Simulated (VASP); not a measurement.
Runs of VASP 6.6.1 on Co. The structure is that of space group P6/mmm (No. 191), or close to it. The cells are those of the table. 

```tsv
task	cell	k mesh	cutoff (eV)	gap on the mesh (eV)	pressure (GPa)	moment (μB)
single point	a = 3.967, b = 3.967, c = 2.436 Å, angles 90.0, 90.0, 120.0°, 3 atoms	6 × 6 × 6	520	none	-0.8	5.01
single point	a = 4.144, b = 4.144, c = 2.541 Å, angles 90.0, 90.0, 120.0°, 3 atoms	6 × 6 × 8	520	none	(b)	5.20
single point	a = 3.483, b = 3.483, c = 2.969 Å, angles 90.0, 90.0, 120.0°, 3 atoms	6 × 6 × 6	520	none	(a)	4.69
single point	a = 3.962, b = 3.962, c = 2.438 Å, angles 90.0, 90.0, 120.0°, 3 atoms	15 × 15 × 18	520	none	-0.7	4.91
relaxation of cell and atoms	relaxed from a = 4.144, b = 4.144, c = 2.541 Å, angles 90.0, 90.0, 120.0°, 3 atoms	6 × 6 × 6	600	none	-0.5	5.01
```

Alike in all rows: level PBE; potentials or basis VASP PAW PBE potentials, release 64 (Co); spin collinear, ferromagnetic start; smearing gaussian 0.1 eV.

Estimate the missing entries.

(a) 39.3; (b) -19.9.

Caveats: some runs use coarse meshes.

A gap of «none» marks levels without a gap at the run's occupations.
